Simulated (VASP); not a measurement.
N: single point with PBE

The system is N.

```
N
1.0
     7.47458    0.00000    0.00000
     0.00000    7.47458    0.00000
     0.00000    0.00000    7.47458
N
16
Direct
  0.16837 0.39993 0.97319
  0.22657 0.34813 0.09788
  0.44908 0.35444 0.37312
  0.41696 0.24467 0.46067
  0.63980 0.68386 0.78834
  0.77085 0.75191 0.73688
  0.38420 0.73817 0.09073
  0.49813 0.78320 0.16785
  0.16087 0.74311 0.64216
  0.29062 0.69142 0.58497
  0.89531 0.95623 0.24436
  0.92587 0.95051 0.39022
  0.66257 0.25692 0.96412
  0.77630 0.29574 0.88580
  0.83932 0.37183 0.29275
  0.88512 0.50685 0.33642
```

```
Program                : VASP 6.6.1
Task                   : single point
Functional             : PBE
Potentials or basis    : VASP PAW PBE potentials, release 64 (N)
Cutoff                 : 520 eV
k mesh                 : 1 × 1 × 1
Occupations            : fermi-dirac, width 0.05 eV
Spin                   : no spin polarisation
Dipole correction      : no
Further INCAR settings : LREAL = Auto; ALGO = Normal; EDIFF = 1e-06; NBANDS = 54
```

The pressure is 2.2 GPa. The largest force is 7.225 eV/Å.

Forces on the atoms (eV/Å):
```
N   -0.807  0.790 -1.979
N    0.597 -0.920  1.550
N    1.588  4.794 -3.525
N   -1.402 -4.873  3.914
N    5.789  2.912 -2.298
N   -5.787 -2.885  2.239
N   -4.171 -1.493 -2.710
N    4.101  1.656  2.865
N    1.992 -0.757 -0.711
N   -1.881  0.757  0.745
N    0.093 -0.051  0.214
N   -0.076  0.097 -0.316
N   -5.786 -2.027  3.824
N    5.658  1.869 -4.027
N    0.175  0.322  0.264
N   -0.084 -0.193 -0.050
```

Stress tensor (GPa, compression positive):
```
 1.51  0.65  0.88
 0.65  1.73 -1.25
 0.88 -1.25  3.33
```

Levels at points of the mesh, in eV from the Fermi level:
| k point | band 38 | band 39 | band 40 | band 41 | band 42 | band 43 |
| --- | --- | --- | --- | --- | --- | --- |
| (0.00, 0.00, 0.00) | -1.51 | -1.38 | -1.25 | 5.55 | 5.65 | 5.90 |

Wall time 37 s on 1 thread of Intel(R) Xeon(R) Platinum 8488C (Sapphire Rapids) (shared host), peak memory 0.36 GiB.

Caveat: the k points lie up to 0.84 Å⁻¹ apart; the standard files for N, O and F lose accuracy on very short bonds.
